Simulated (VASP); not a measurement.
# TiC (Fm-3m) in VASP: settings compared, part 3 of 3

VASP 6.6.1. Earlier steps stand in the parts before.

**6. Single point, PBEsol**

This run uses another cell than the first one, of 9.89 Å³/atom, 0.974 times its volume.

File INCAR:

```
PREC = Accurate
ENCUT = 520
EDIFF = 1E-6
ISMEAR = -1
SIGMA = 0.05
LREAL = False
LASPH = True
NELM = 100
ALGO = Normal
ISIF = 2
LWAVE = False
LCHARG = False
GGA = PS
NBANDS = 15
```

File KPOINTS:

```
Automatic mesh
0
Gamma
  11 11 11
```

File POSCAR:

```
TiC
1.0
    0.0000000000      2.1467797840      2.1467797840
    2.1467797840      0.0000000000      2.1467797840
    2.1467797840      2.1467797840      0.0000000000
Ti C
1 1
Direct
    0.0000000000      0.0000000000      0.0000000000
    0.5000000000      0.5000000000      0.5000000000
```

Potentials or basis: VASP PAW PBE potentials, release 64 (Ti_sv, C).

On the command line:

```console
> cat potpaw_PBE.64/Ti_sv/POTCAR potpaw_PBE.64/C/POTCAR > POTCAR
> mpirun -np 1 vasp_std > vasp.out
```

OUTCAR:

```text
PREC = Accurate
   ENCUT = 520
   EDIFF = 1E-6
   ISMEAR = -1
   LREAL = False
   LASPH = True
   NELM = 100
   ISIF = 2
   GGA = PS

 ion  position               nearest neighbor table
   1  0.000  0.000  0.000-   2 2.15   2 2.15   2 2.15   2 2.15   2 2.15   2 2.15
   2  0.500  0.500  0.500-   1 2.15   1 2.15   1 2.15   1 2.15   1 2.15   1 2.15

  LATTYP: Found a face centered cubic cell.
 ALAT       =     4.2935595680

  Lattice vectors:

 A1 = (   0.0000000000,   2.1467797840,   2.1467797840)
 A2 = (   2.1467797840,   0.0000000000,   2.1467797840)
 A3 = (   2.1467797840,   2.1467797840,   0.0000000000)

Analysis of symmetry for initial positions (statically):
=====================================================================
 Subroutine PRICEL returns:
 Original cell was already a primitive cell.

 Routine SETGRP: Setting up the symmetry group for a
 face centered cubic supercell.

 Subroutine GETGRP returns: Found 48 space group operations
[... 9 lines left out ...]

 Routine SETGRP: Setting up the symmetry group for a
 face centered cubic supercell.

 Subroutine GETGRP returns: Found 48 space group operations
[... 11 lines left out ...]
                                     Primitive cell

  volume of cell :      19.7876

  direct lattice vectors                    reciprocal lattice vectors
     0.000000000  2.146779784  2.146779784    -0.232906982  0.232906982  0.232906982
     2.146779784  0.000000000  2.146779784     0.232906982 -0.232906982  0.232906982
     2.146779784  2.146779784  0.000000000     0.232906982  0.232906982 -0.232906982

  length of vectors
     3.036005086  3.036005086  3.036005086     0.403406726  0.403406726  0.403406726

  position of ions in fractional coordinates (direct lattice)
[... 8 lines left out ...]
----------------------------------------------------------------------------------------

 KPOINTS: Automatic mesh

Automatic generation of k-mesh.
 Grid dimensions read from file:
 generate k-points for:   11   11   11

 Generating k-lattice:

  Cartesian coordinates                     Fractional coordinates (reciprocal lattice)
    -0.021173362  0.021173362  0.021173362     0.090909091  0.000000000  0.000000000
     0.021173362 -0.021173362  0.021173362     0.000000000  0.090909091  0.000000000
     0.021173362  0.021173362 -0.021173362     0.000000000  0.000000000  0.090909091

  Length of vectors
     0.036673339  0.036673339  0.036673339

  Shift w.r.t. Gamma in fractional coordinates (k-lattice)
     0.000000000  0.000000000  0.000000000

 Subroutine IBZKPT returns following result:
 ===========================================

 Found     56 irreducible k-points:

 Following reciprocal coordinates:
            Coordinates               Weight
  0.000000  0.000000  0.000000      1.000000
  0.090909  0.000000  0.000000      8.000000
  0.181818  0.000000  0.000000      8.000000
  0.272727  0.000000  0.000000      8.000000
  0.363636  0.000000  0.000000      8.000000
  0.454545  0.000000  0.000000      8.000000
[... 16 lines left out ...]
 -0.272727  0.181818  0.000000     24.000000
 -0.181818  0.181818  0.000000     12.000000
 [... further k-points ...]
   k-points           NKPTS =     56   k-points in BZ     NKDIM =     56   number of bands    NBANDS=     15
   number of dos      NEDOS =    301   number of ions     NIONS =      2
   total plane-waves  NPLWV =  13824
   dimension x,y,z NGX =    24 NGY =   24 NGZ =   24
   dimension x,y,z NGXF=    48 NGYF=   48 NGZF=   48
   ions per type =               1   1
   NGX,Y,Z   is equivalent  to a cutoff of  13.14, 13.14, 13.14 a.u.
   NGXF,Y,Z  is equivalent  to a cutoff of  26.28, 26.28, 26.28 a.u.
 SYSTEM =  unknown system
   PREC   = accura    normal or accurate (medium, high low for compatibility)
   ISTART =      0    job   : 0-new  1-cont  2-samecut
   ICHARG =      2    charge: 1-file 2-atom 10-const
   ISPIN  =      1    spin polarized calculation?
   LNONCOLLINEAR =      F non collinear calculations
   LSORBIT =      F    spin-orbit coupling
   LASPH  =      T    aspherical Exc in radial PAW
   ENCUT  =  520.0 eV  38.22 Ry    6.18 a.u.   5.64  5.64  5.64*2*pi/ulx,y,z
   NELM   =    100;   NELMIN=  2; NELMDL= -5     # of ELM steps
   EDIFF  = 0.1E-05   stopping-criterion for ELM
   LREAL  =      F    real-space projection
   EDIFFG = 0.1E-04   stopping-criterion for IOM
   NSW    =      0    number of steps for IOM
   IBRION =     -1    ionic relax: 0-MD 1-quasi-New 2-CG
   NFREE  =      0    steps in history (QN), initial steepest desc. (CG)
   ISIF   =      2    stress and relaxation
   ISYM   =      2    0-nonsym 1-usesym 2-fastsym
   POTIM  = 0.5000    time-step for ionic-motion
   TEBEG  =    0.0;   TEEND  =   0.0 temperature during run
   PSTRESS=    0.0 pullay stress
   NELECT =      16.0000    total number of electrons
   NUPDOWN=      -1.0000    fix difference up-down
   EMIN   =  10.00;   EMAX   =-10.00  energy-range for DOS
   EFERMI =   0.00;   METHOD = LEGACY
   ISMEAR =    -1;   SIGMA  =   0.05  broadening in eV -4-tet -1-fermi 0-gaus
   EFERMI_NEDOS =   21; number of points for ismear=-14 and -15
   IALGO  =     38    algorithm
   IMIX   =      4    mixing-type and parameters
     AMIX     =   0.40;   BMIX     =  1.00
     AMIX_MAG =   1.60;   BMIX_MAG =  1.00
  volume/ion in A,a.u.               =       9.89        66.77
  Fermi-wavevector in a.u.,A,eV,Ry     =   1.525167  2.882147 31.648969  2.326134
  Thomas-Fermi vector in A             =   2.633374
   LORBIT       =      0    0 simple, 1 ext, 2 COOP (PROOUT), +10 PAW based schemes
   GGA     = PS    functional components
   LHFCALC =     F    Hartree Fock is set to
   AEXX    =    0.0000 exact exchange contribution
   IVDW    =     0    specifies the selected vdW correction
   LEPSILON=     F    determine dielectric tensor
   LRPA    =     F    only Hartree local field effects (RPA)
 non-spin polarized calculation
  energy-cutoff  :      520.00
  volume of cell :       19.79
 maximum number of plane-waves:       542
   NGX = 11   NGY = 11   NGZ = 11

 number of electron      16.0000003 magnetization

 Free energy of the ion-electron system (eV)
  ---------------------------------------------------
  ext. energy  EPLUGINS =         0.00000000
  ---------------------------------------------------
  free energy    TOTEN  =       -19.80315852 eV

  energy without entropy =      -19.80069057  energy(sigma->0) =      -19.80192454

 E-fermi :   9.6737     XC(G=0): -12.9975

 val. band max:        9.5737420574   @ k =   0.4545   0.4545   0.0000
 cond. band min:       9.7570530068   @ k =   0.3636   0.2727   0.0000
 fundamental gap:      0.1833109494
 Fermi energy:         9.6736913954

 k-point     1 :       0.0000    0.0000    0.0000
  band No.  band energies     occupation
      1     -46.6425      2.00000
      2     -22.7544      2.00000
      3     -22.7544      2.00000
      4     -22.7544      2.00000
      5      -2.8762      2.00000
      6      10.2844      0.00001
      7      10.2844      0.00001
      8      10.2844      0.00001
      9      11.3524      0.00000
     10      11.3524      0.00000
     11      11.3524      0.00000
     12      11.3940      0.00000
     13      11.3940      0.00000
     14      20.4827      0.00000
     15      23.6456      0.00000

 k-point     2 :       0.0909    0.0000    0.0000
  band No.  band energies     occupation
      1     -46.6359      2.00000
      2     -22.8006      2.00000
      3     -22.7587      2.00000
      4     -22.7587      2.00000
      5      -2.6822      2.00000
      6       9.4637      1.97044
      7       9.7656      0.27464
      8       9.7656      0.27464
      9      10.6401      0.00000
     10      10.6401      0.00000
     11      11.7518      0.00000
     12      12.9092      0.00000
     13      12.9092      0.00000
     14      20.7979      0.00000
     15      23.7433      0.00000
[... 365 lines left out ...]
      3     -22.9186      2.00000
      4     -22.7964      2.00000
      5      -0.3123      2.00000
      6       5.2894      2.00000
      7       7.0134      2.00000
      8       7.0534      2.00000
      9      11.6734      0.00000
     10      12.6923      0.00000
     11      13.5223      0.00000
     12      14.9551      0.00000
     13      17.8305      0.00000
     14      20.8581      0.00000
     15      23.4273      0.00000

 k-point    24 :      -0.1818    0.1818    0.0000
  band No.  band energies     occupation
      1     -46.5866      2.00000
      2     -23.0612      2.00000
      3     -22.8748      2.00000
      4     -22.7762      2.00000
      5      -1.0858      2.00000
      6       6.2971      2.00000
      7       7.3893      2.00000
      8       7.6035      2.00000
      9      11.1801      0.00000
     10      12.3643      0.00000
     11      13.3016      0.00000
     12      14.1630      0.00000
     13      17.1377      0.00000
     14      21.6553      0.00000
     15      23.2884      0.00000

 [... further k-points ...]
[... 5 lines left out ...]
  --------------------------------------------------------------------------------------
  -------------------------------------------------------------------------------------
  Total        0.0312971      0.0312971      0.0312971      0.0000000      0.0000000     -0.0000000
  in kB        2.5340902      2.5340902      2.5340902      0.0000000      0.0000000     -0.0000000
  external PRESSURE =       2.5340902 kB  Pullay stress =       0.0000000 kB

 VOLUME and BASIS-vectors are now :
 -----------------------------------------------------------------------------
  energy-cutoff  :      520.00
  volume of cell :       19.79
      direct lattice vectors                 reciprocal lattice vectors
     0.000000000  2.146779784  2.146779784    -0.232906982  0.232906982  0.232906982
     2.146779784  0.000000000  2.146779784     0.232906982 -0.232906982  0.232906982
     2.146779784  2.146779784  0.000000000     0.232906982  0.232906982 -0.232906982

 POSITION                                       TOTAL-FORCE (eV/Angst)
 -----------------------------------------------------------------------------------
      0.00000      0.00000      0.00000         0.000000      0.000000      0.000000
      2.14678      2.14678      2.14678        -0.000000     -0.000000     -0.000000
 -----------------------------------------------------------------------------------
    total drift:                                0.000000     -0.000000     -0.000000

  FREE ENERGIE OF THE ION-ELECTRON SYSTEM (eV)
  ---------------------------------------------------
  free  energy   TOTEN  =       -19.8031585193 eV

  energy  without entropy=      -19.8006905677  energy(sigma->0) =      -19.80192454
```

OSZICAR:

```text
N       E                     dE             d eps       ncg     rms          rms(c)
DAV:   1     0.118138545740E+03    0.11814E+03   -0.78659E+03  1680   0.127E+03
DAV:   2    -0.178789007447E+02   -0.13602E+03   -0.12725E+03  1806   0.332E+02
DAV:   3    -0.249141599682E+02   -0.70353E+01   -0.69125E+01  2073   0.759E+01
DAV:   4    -0.251538392371E+02   -0.23968E+00   -0.23947E+00  2099   0.125E+01
DAV:   5    -0.251608020290E+02   -0.69628E-02   -0.69621E-02  2150   0.189E+00    0.190E+01
DAV:   6    -0.203269442154E+02    0.48339E+01   -0.10972E+01  2363   0.561E+01    0.655E+00
DAV:   7    -0.198395244690E+02    0.48742E+00   -0.18531E+00  1944   0.191E+01    0.517E+00
DAV:   8    -0.198064667794E+02    0.33058E-01   -0.11732E-01  1906   0.415E+00    0.274E+00
DAV:   9    -0.198075897727E+02   -0.11230E-02   -0.73328E-02  2221   0.315E+00    0.924E-01
DAV:  10    -0.198045218485E+02    0.30679E-02   -0.97002E-03  2121   0.149E+00    0.576E-01
DAV:  11    -0.198031928844E+02    0.13290E-02   -0.27068E-03  1967   0.723E-01    0.832E-02
DAV:  12    -0.198031610490E+02    0.31835E-04   -0.23402E-04  1911   0.168E-01    0.340E-02
DAV:  13    -0.198031586765E+02    0.23725E-05   -0.12819E-05  2142   0.325E-02    0.467E-03
DAV:  14    -0.198031585193E+02    0.15715E-06   -0.36305E-07  1306   0.819E-03
   1 F= -.19803159E+02 E0= -.19801925E+02  d E =-.246795E-02
```

Wall time 22 s (1 thread of AMD EPYC 7R43 (Zen 3), shared host); peak memory 0.11 GiB.

Results:

| Quantity | Value |
| --- | --- |
| Free energy | -19.8032 eV |
| Pressure | 0.3 GPa |
| Band gap on the k mesh | zero (band 8 reaches 10.28 eV, above the bottom of band 9 at 9.20 eV) |

Levels at points of the mesh, in eV from the Fermi level:
```
           k point  band 4  band 5  band 6  band 7  band 8  band 9  band 10  band 11  band 12  band 13
(0.00, 0.00, 0.00)  -32.43  -12.55    0.61    0.61    0.61    1.68     1.68     1.68     1.72     1.72
```

Caveat: the PAW data sets were made with another functional, which shifts forces and pressure a little.

**7. The runs side by side**

| task | level | potentials or basis | cell | cutoff (eV) | smearing | gap on the mesh (eV) | pressure (GPa) | relaxed volume (Å³/atom) |
| --- | --- | --- | --- | --- | --- | --- | --- | --- |
| relaxation of cell and atoms | RPBE+D3(BJ) | VASP PAW PBE potentials, release 64 (Ti_sv, C) | relaxed from a = 3.063 Å, angles 60.0°, 2 atoms | 600 | fermi-dirac 0.05 eV | none | 0.0 | 8.87 |
| relaxation of cell and atoms | PBE | VASP PAW PBE potentials, release 64 (Ti_sv, C) | relaxed from a = 3.063 Å, angles 60.0°, 2 atoms | 600 | fermi-dirac 0.05 eV | none | 0.0 | 10.17 |
| relaxation of cell and atoms | revPBE+D3(BJ) | VASP PAW PBE potentials, release 64 (Ti_sv, C) | relaxed from a = 3.063 Å, angles 60.0°, 2 atoms | 600 | tetrahedron | none | 0.0 | 9.73 |
| single point | LDA | VASP PAW LDA potentials, release 64 (Ti_sv, C) | a = 3.013 Å, angles 60.0°, 2 atoms | 520 | fermi-dirac 0.05 eV | none | 0.7 | - |
| single point | PBEsol | VASP PAW PBE potentials, release 64 (Ti_sv, C) | a = 3.036 Å, angles 60.0°, 2 atoms | 520 | fermi-dirac 0.05 eV | none | 0.3 | - |

Alike in all rows: no spin polarisation; k mesh 11 × 11 × 11.

Caveats: the PAW data sets were made with another functional, which shifts forces and pressure a little (some runs); pairwise dispersion overbinds metals, which lowers pressure and volume (some runs).

Total energies depend on the potentials used, so only differences within one code and one set of settings carry meaning.
